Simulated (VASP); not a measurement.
A run of VASP 6.6.1 is set up as follows.

The input INCAR:

```
SYSTEM = SiO2
ALGO     = Normal         ! electronic algorithm
EDIFF    = 1E-7           ! SCF threshold, eV
ENCUT    = 520            ! plane-wave cutoff, eV
GGA      = PE             ! functional
ISIF     = 2              ! what is computed and relaxed
ISMEAR   = 0              ! smearing method
LASPH    = .True.         ! aspherical terms in the spheres
LCHARG   = .False.        ! write CHGCAR
LREAL    = .False.        ! projectors in reciprocal space
LWAVE    = .False.        ! write WAVECAR
NBANDS   = 25             ! bands
NELM     = 80             ! most SCF steps
PREC     = Accurate       ! precision mode
SIGMA    = 0.05           ! smearing width, eV
```

Contents of KPOINTS:

```
k-points
0
Gamma
  6 6 8
  0 0 0
```

POSCAR

```
SiO2
1.0
    4.2358788266      0.0000000000      0.0000000000
    0.0000000000      4.1371828499      0.0000000000
    0.0000000000      0.0000000000      2.6897743046
Si O
2 4
Direct
    0.5000000000      0.5000000000      0.5000000000
    0.0000000000      0.0000000000      0.0000000000
    0.6743831010      0.7116424844      0.0000000000
    0.1743831010      0.7883575156      0.5000000000
    0.3256168990      0.2883575156      0.0000000000
    0.8256168990      0.2116424844      0.5000000000
```

Potentials or basis: VASP PAW PBE potentials, release 64 (Si, O).

Command:

```bash
$ cat potpaw_PBE.64/Si/POTCAR potpaw_PBE.64/O/POTCAR > POTCAR
$ mpirun -np 1 vasp_std > vasp.out
```

(1) What does it give for the pressure?

(2) What does it give for the band gap on the k mesh?

(3) Estimate the largest force.

Answers

(1) 6.1 GPa.

(2) 5.51 eV.

(3) 0.362 eV/Å.

Caveat: the cell differs from its parent crystal (atoms displaced along a vibrational mode, the cell strained); the cell stands under pressure.
